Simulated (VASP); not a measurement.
# AlN (Pmn2_1) in VASP: a series of runs

AlN is run at these levels: r2SCAN; tasks: single point.

Program: VASP 6.6.1. These are calculated values, not measurements. Logs are shortened: lines on timing, memory, paths and dates and some standing lists are left out, and cuts for length are marked.

## Step 1: The cell of the first run

The structure is orthorhombic, space group Pmn2_1 (No. 31). Conventional cell: a = 3.090 Å, b = 9.120 Å, c = 4.370 Å, α = 90.00°, β = 90.00°, γ = 90.00°. Al (site symmetry m) has 4 N at 1.89 Å within 2.5 Å. Al (site symmetry m) has 4 N at 1.89 Å within 2.5 Å. Al (site symmetry m) has 4 N at 1.77 to 1.89 Å within 2.4 Å. Within 2.5 Å of N (site symmetry m) lie 4 Al at 1.89 Å. N (site symmetry m) has 4 Al at 1.89 Å within 2.5 Å. Within 2.4 Å of N (site symmetry m) lie 4 Al at 1.77 to 1.89 Å.

## Step 2: Single point, r2SCAN (the distance across one plane changed)

File POSCAR:

```
AlN
1.0
    4.3698012523      0.0000000000      0.0000000000
    0.0000000000      2.1849006262     -2.1849006262
    0.0000000000      6.4486358613      6.4486358613
Al N
6 6
Direct
    0.0000000000      0.0000000000      0.2540950148
    0.5000000000      0.5000000000      0.4235029852
    0.0000000000      0.0000000000      0.5929109556
    0.5000000000      0.5000000000      0.7623189260
    0.0000000000      0.0000000000      0.9317268964
    0.5000000000      0.5000000000      0.0846870444
    0.7500000000      0.0000000000      0.4235029852
    0.2500000000      0.5000000000      0.5929109556
    0.7500000000      0.0000000000      0.7623189260
    0.2500000000      0.5000000000      0.9317268964
    0.7500000000      0.0000000000      0.0846870444
    0.2500000000      0.5000000000      0.2540950148
```

File INCAR.step1:

```
SYSTEM = AlN
PREC = Accurate
ENCUT = 520
ISMEAR = 0
SIGMA = 0.05
LREAL = .False.
LASPH = .True.
NELM = 60
NBANDS = 36
GGA = PE
ALGO = Normal
EDIFF = 1E-4
LWAVE = .True.
LCHARG = .False.
```

File INCAR.step2:

```
SYSTEM = AlN
PREC = Accurate
ENCUT = 520
EDIFF = 1E-6
ISMEAR = 0
SIGMA = 0.05
LREAL = .False.
LASPH = .True.
NELM = 60
ALGO = Normal
ISIF = 2
LWAVE = .False.
LCHARG = .False.
METAGGA = R2SCAN
LMIXTAU = .True.
NBANDS = 36
ISTART = 1
```

File KPOINTS:

```
Automatic mesh
0
Gamma
  5 7 3
  0 0 0
```

Potentials or basis: VASP PAW PBE potentials, release 64 (Al, N).

Command:

```sh
cat potpaw_PBE.64/Al/POTCAR potpaw_PBE.64/N/POTCAR > POTCAR
cp INCAR.step1 INCAR
mpirun -np 1 vasp_std > vasp.out
cp INCAR.step2 INCAR
mpirun -np 1 vasp_std > vasp.out
```

OUTCAR:

```text
SYSTEM = AlN
   PREC = Accurate
   ENCUT = 520
   EDIFF = 1E-6
   ISMEAR = 0
   LREAL = .False.
   LASPH = .True.
   NELM = 60
   ISIF = 2
   METAGGA = R2SCAN
   ISTART = 1

 ion  position               nearest neighbor table
   1  0.000  0.000  0.254-  12 1.89  12 1.89   7 1.89  11 1.89   5 2.94   2 3.09   2 3.09   6 3.09
                             6 3.09   2 3.09   6 3.09   2 3.09   6 3.09   3 3.09
   2  0.500  0.500  0.424-   7 1.89   7 1.89   8 1.89  12 1.89   3 3.09   3 3.09   3 3.09   3 3.09
                             1 3.09   1 3.09   1 3.09   1 3.09   4 3.09   6 3.09
   3  0.000  0.000  0.593-   8 1.89   8 1.89   7 1.89   9 1.89   2 3.09   2 3.09   2 3.09   2 3.09
                             4 3.09   4 3.09   4 3.09   4 3.09   1 3.09   5 3.09
   4  0.500  0.500  0.762-   9 1.89   9 1.89  10 1.89   8 1.89   6 2.94   5 3.09   3 3.09   5 3.09
                             3 3.09   3 3.09   5 3.09   3 3.09   5 3.09   2 3.09
   5  0.000  0.000  0.932-  11 1.77  10 1.89  10 1.89   9 1.89   1 2.94   6 3.02   6 3.02   6 3.02
                             6 3.02   4 3.09   4 3.09   4 3.09   4 3.09   3 3.09
   6  0.500  0.500  0.085-  10 1.77  11 1.89  11 1.89  12 1.89   4 2.94   5 3.02   5 3.02   5 3.02
                             5 3.02   1 3.09   1 3.09   1 3.09   1 3.09   2 3.09
   7  0.750  0.000  0.424-   2 1.89   2 1.89   3 1.89   1 1.89
   8  0.250  0.500  0.593-   3 1.89   3 1.89   2 1.89   4 1.89
   9  0.750  0.000  0.762-   4 1.89   4 1.89   5 1.89   3 1.89
  10  0.250  0.500  0.932-   6 1.77   5 1.89   5 1.89   4 1.89
  11  0.750  0.000  0.085-   5 1.77   6 1.89   6 1.89   1 1.89
  12  0.250  0.500  0.254-   1 1.89   1 1.89   6 1.89   2 1.89

  LATTYP: Found a simple orthorhombic cell.
 ALAT       =     3.0899160980
 B/A-ratio  =     1.4142135623
 C/A-ratio  =     2.9514549925

  Lattice vectors:

 A1 = (   0.0000000000,  -2.1849006262,   2.1849006262)
 A2 = (   4.3698012523,   0.0000000000,   0.0000000000)
 A3 = (   0.0000000000,   6.4486358613,   6.4486358613)

Analysis of symmetry for initial positions (statically):
=====================================================================
 Subroutine PRICEL returns:
 Original cell was already a primitive cell.

 Routine SETGRP: Setting up the symmetry group for a
 simple orthorhombic supercell.

 Subroutine GETGRP returns: Found  4 space group operations
 (whereof  2 operations were pure point group operations)
 out of a pool of  8 trial point group operations.

The static configuration has the point symmetry C_1h.
 The point group associated with its full space group is C_2v.

Analysis of symmetry for dynamics (positions and initial velocities):
=====================================================================
 Subroutine PRICEL returns:
 Original cell was already a primitive cell.

 Routine SETGRP: Setting up the symmetry group for a
 simple orthorhombic supercell.

 Subroutine GETGRP returns: Found  4 space group operations
 (whereof  2 operations were pure point group operations)
 out of a pool of  8 trial point group operations.

The dynamic configuration has the point symmetry C_1h.
 The point group associated with its full space group is C_2v.

 Subroutine INISYM returns: Found  4 space group operations
 (whereof  2 operations are pure point group operations),
 and found     1 'primitive' translations

----------------------------------------------------------------------------------------

                                     Primitive cell

  volume of cell :     123.1378

  direct lattice vectors                    reciprocal lattice vectors
     4.369801252  0.000000000  0.000000000     0.228843360  0.000000000  0.000000000
     0.000000000  2.184900626 -2.184900626     0.000000000  0.228843360 -0.228843360
     0.000000000  6.448635861  6.448635861     0.000000000  0.077535778  0.077535778

  length of vectors
     4.369801252  3.089916098  9.119748294     0.228843360  0.323633383  0.109652149

  position of ions in fractional coordinates (direct lattice)
     0.000000000  0.000000000  0.254095015
     0.500000000  0.500000000  0.423502985
     0.000000000  0.000000000  0.592910956
     0.500000000  0.500000000  0.762318926
[... 25 lines left out ...]

 KPOINTS: Automatic mesh

Automatic generation of k-mesh.
 Grid dimensions read from file:
 generate k-points for:    5    7    3

 Generating k-lattice:

  Cartesian coordinates                     Fractional coordinates (reciprocal lattice)
     0.045768672  0.000000000  0.000000000     0.200000000  0.000000000  0.000000000
     0.000000000  0.032691909 -0.032691909     0.000000000  0.142857143  0.000000000
     0.000000000  0.025845259  0.025845259     0.000000000  0.000000000  0.333333333

  Length of vectors
     0.045768672  0.046233340  0.036550716

  Shift w.r.t. Gamma in fractional coordinates (k-lattice)
     0.000000000  0.000000000  0.000000000

 Subroutine IBZKPT returns following result:
 ===========================================

 Found     24 irreducible k-points:

 Following reciprocal coordinates:
            Coordinates               Weight
  0.000000  0.000000  0.000000      1.000000
  0.200000  0.000000  0.000000      2.000000
  0.400000  0.000000  0.000000      2.000000
  0.000000  0.142857  0.000000      2.000000
  0.200000  0.142857  0.000000      4.000000
  0.400000  0.142857  0.000000      4.000000
[... 16 lines left out ...]
  0.200000  0.428571  0.333333      8.000000
  0.400000  0.428571  0.333333      8.000000
   k-points           NKPTS =     24   k-points in BZ     NKDIM =     24   number of bands    NBANDS=     36
   number of dos      NEDOS =    301   number of ions     NIONS =     12
   total plane-waves  NPLWV =  53760
   dimension x,y,z NGX =    32 NGY =   24 NGZ =   70
   dimension x,y,z NGXF=    64 NGYF=   48 NGZF=  140
   ions per type =               6   6
   NGX,Y,Z   is equivalent  to a cutoff of  12.17, 12.91, 12.76 a.u.
   NGXF,Y,Z  is equivalent  to a cutoff of  24.35, 25.83, 25.52 a.u.
 SYSTEM =  AlN
   PREC   = accura    normal or accurate (medium, high low for compatibility)
   ISTART =      1    job   : 0-new  1-cont  2-samecut
   ICHARG =      0    charge: 1-file 2-atom 10-const
   ISPIN  =      1    spin polarized calculation?
   LNONCOLLINEAR =      F non collinear calculations
   LSORBIT =      F    spin-orbit coupling
   LASPH  =      T    aspherical Exc in radial PAW
   ENCUT  =  520.0 eV  38.22 Ry    6.18 a.u.   8.12  5.75 16.96*2*pi/ulx,y,z
   NELM   =     60;   NELMIN=  2; NELMDL=  0     # of ELM steps
   EDIFF  = 0.1E-05   stopping-criterion for ELM
   LREAL  =      F    real-space projection
   EDIFFG = 0.1E-04   stopping-criterion for IOM
   NSW    =      0    number of steps for IOM
   IBRION =     -1    ionic relax: 0-MD 1-quasi-New 2-CG
   NFREE  =      0    steps in history (QN), initial steepest desc. (CG)
   ISIF   =      2    stress and relaxation
   ISYM   =      2    0-nonsym 1-usesym 2-fastsym
   POTIM  = 0.5000    time-step for ionic-motion
   TEBEG  =    0.0;   TEEND  =   0.0 temperature during run
   PSTRESS=    0.0 pullay stress
   NELECT =      48.0000    total number of electrons
   NUPDOWN=      -1.0000    fix difference up-down
   EMIN   =  10.00;   EMAX   =-10.00  energy-range for DOS
   EFERMI =   0.00;   METHOD = LEGACY
   ISMEAR =     0;   SIGMA  =   0.05  broadening in eV -4-tet -1-fermi 0-gaus
   EFERMI_NEDOS =   21; number of points for ismear=-14 and -15
   IALGO  =     38    algorithm
   IMIX   =      4    mixing-type and parameters
     AMIX     =   0.40;   BMIX     =  1.00
     AMIX_MAG =   1.60;   BMIX_MAG =  1.00
  volume/ion in A,a.u.               =      10.26        69.25
  Fermi-wavevector in a.u.,A,eV,Ry     =   1.195891  2.259906 19.458435  1.430155
  Thomas-Fermi vector in A             =   2.331845
   LORBIT       =      0    0 simple, 1 ext, 2 COOP (PROOUT), +10 PAW based schemes
   METAGGA = R2SCAN    functional components
   LHFCALC =     F    Hartree Fock is set to
   AEXX    =    0.0000 exact exchange contribution
   IVDW    =     0    specifies the selected vdW correction
   LEPSILON=     F    determine dielectric tensor
   LRPA    =     F    only Hartree local field effects (RPA)
 non-spin polarized calculation
 Gauss-broadening in eV      SIGMA  =   0.05
  energy-cutoff  :      520.00
  volume of cell :      123.14
 maximum number of plane-waves:      3337
   NGX = 17   NGY = 11   NGZ = 33

 number of electron      48.0000009 magnetization

 Free energy of the ion-electron system (eV)
  ---------------------------------------------------
  ext. energy  EPLUGINS =         0.00000000
  ---------------------------------------------------
  free energy    TOTEN  =      -114.81280072 eV

  energy without entropy =     -114.81280072  energy(sigma->0) =     -114.81280072

 E-fermi :   6.1182     XC(G=0): -11.4853

 val. band max:        5.9073857621   @ k =   0.0000   0.0000   0.0000
 cond. band min:       9.7961580441   @ k =   0.0000   0.0000   0.0000
 fundamental gap:      3.8887722820
 Fermi energy:         6.1181991900

 k-point     1 :       0.0000    0.0000    0.0000
  band No.  band energies     occupation
      1     -10.0394      2.00000
      2      -9.0320      2.00000
      3      -8.8587      2.00000
      4      -7.5236      2.00000
      5      -7.3714      2.00000
      6      -7.2633      2.00000
[... 925 lines left out ...]
     35      17.4117      0.00000
     36      17.6686      0.00000

------------------------ aborting loop because EDIFF is reached ----------------------------------------

  FORCE on cell =-STRESS in cart. coord.  units (eV):
  Direction    XX          YY          ZZ          XY          YZ          ZX
  --------------------------------------------------------------------------------------
  -------------------------------------------------------------------------------------
  Total        2.4772409      3.2045454      3.2045454      0.0000000      3.6102943      0.0000000
  in kB       32.2320263     41.6951743     41.6951743      0.0000000     46.9744787      0.0000000
  external PRESSURE =      38.5407916 kB  Pullay stress =       0.0000000 kB

 VOLUME and BASIS-vectors are now :
 -----------------------------------------------------------------------------
  energy-cutoff  :      520.00
  volume of cell :      123.14
      direct lattice vectors                 reciprocal lattice vectors
     4.369801252  0.000000000  0.000000000     0.228843360  0.000000000  0.000000000
     0.000000000  2.184900626 -2.184900626     0.000000000  0.228843360 -0.228843360
     0.000000000  6.448635861  6.448635861     0.000000000  0.077535778  0.077535778

 POSITION                                       TOTAL-FORCE (eV/Angst)
 -----------------------------------------------------------------------------------
      0.00000      1.63857      1.63857         0.036108      0.223673      0.223673
      2.18490      3.82347      1.63857        -0.026483      0.009783      0.009783
      0.00000      3.82347      3.82347        -0.026483     -0.009783     -0.009783
      2.18490      6.00837      3.82347         0.036108     -0.223673     -0.223673
      0.00000      6.00837      6.00837         0.781270     -1.213769     -1.213769
      2.18490      1.63857     -0.54633         0.781270      1.213769      1.213769
      3.27735      2.73102      2.73102         0.003821     -0.023739     -0.023739
      1.09245      4.91592      2.73102         0.003821      0.023739      0.023739
      3.27735      4.91592      4.91592         0.022918     -0.130326     -0.130326
      1.09245      7.10082      4.91592        -0.817635     -1.203893     -1.203893
      3.27735      0.54612      0.54612        -0.817635      1.203893      1.203893
      1.09245      2.73102      0.54612         0.022918      0.130326      0.130326
 -----------------------------------------------------------------------------------
    total drift:                                0.000089      0.000195      0.000195

  FREE ENERGIE OF THE ION-ELECTRON SYSTEM (eV)
  ---------------------------------------------------
  free  energy   TOTEN  =      -114.8128007187 eV

  energy  without entropy=     -114.8128007187  energy(sigma->0) =     -114.81280072
```

It took 2.1 min on 1 thread of Intel Xeon 6975P-C (Granite Rapids), shared host; peak memory 0.27 GiB.

What came out:

```
Free energy            : -114.8128 eV
Pressure               : 3.9 GPa
Largest force          : 1.889 eV/Å
Band gap on the k mesh : 3.89 eV
```

Forces in eV/Å, atoms in the order of the input:
```
Al   0.036  0.224  0.224
Al  -0.026  0.010  0.010
Al  -0.026 -0.010 -0.010
Al   0.036 -0.224 -0.224
Al   0.781 -1.214 -1.214
Al   0.781  1.214  1.214
N    0.004 -0.024 -0.024
N    0.004  0.024  0.024
N    0.023 -0.130 -0.130
N   -0.818 -1.204 -1.204
N   -0.818  1.204  1.204
N    0.023  0.130  0.130
```

Stress tensor (GPa, compression positive):
```
3.22 0.00 0.00
0.00 4.17 4.70
0.00 4.70 4.17
```

Levels at points of the mesh, in eV from the valence-band top:
```tsv
k point	band 22	band 23	band 24	band 25	band 26	band 27
(0.00, 0.00, 0.00)	-0.10	-0.07	0.00	3.89	4.94	6.64
```

Caveat: the cell differs from its parent crystal (the distance across one plane changed); the cell stands under pressure; the PAW data sets were made with another functional, which shifts forces and pressure a little.

(Part 1 of 2 ends here.)
